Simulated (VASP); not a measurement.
Wanted: the native input for a VASP 6.6.1 run.

```yaml
Task: single point
Functional: revPBE
Potentials_or_basis: VASP PAW PBE potentials, release 64 (Pd)
Cutoff: 520 eV
k_mesh: 7 × 7 × 7
Occupations: fermi-dirac, width 0.05 eV
Spin: no spin polarisation
Dipole_correction: no
Further_INCAR_settings: ALGO = Fast; EDIFF = 1e-07; NBANDS = 11
```

The structure of Pd lies in POSCAR:

```
Pd
1.0
    0.0000000000      1.9465000000      1.9465000000
    1.9465000000      0.0000000000      1.9465000000
    1.9465000000      1.9465000000      0.0000000000
Pd
1
Direct
    0.0000000000      0.0000000000      0.0000000000
```

These files were run (other wordings do the same):

INCAR

```
SYSTEM = Pd
PREC = Accurate
ENCUT = 520
EDIFF = 1E-7
ISMEAR = -1
SIGMA = 0.05
LREAL = .FALSE.
LASPH = .TRUE.
NELM = 100
ALGO = Fast
ISIF = 2
LWAVE = .FALSE.
LCHARG = .TRUE.
GGA = RE
LELF = .TRUE.
LVHAR = .TRUE.
NBANDS = 11
```

KPOINTS

```
regular mesh
0
G
  7 7 7
  0 0 0
```

Potentials or basis: VASP PAW PBE potentials, release 64 (Pd).

Launch:

```bash
$ cat potpaw_PBE.64/Pd/POTCAR > POTCAR
$ mpirun -np 1 vasp_std > vasp.out
```

Results of the run:

* Pressure: 11.0 GPa
* Band gap on the k mesh: zero (band 5 reaches 10.04 eV, above the bottom of band 6 at 8.60 eV)

Caveat: the k points lie up to 0.40 Å⁻¹ apart; the PAW data sets were made with another functional, which shifts forces and pressure a little.

It took 7.6 s on 1 thread of Intel Xeon 8259CL (shared host), peak memory 0.12 GiB.
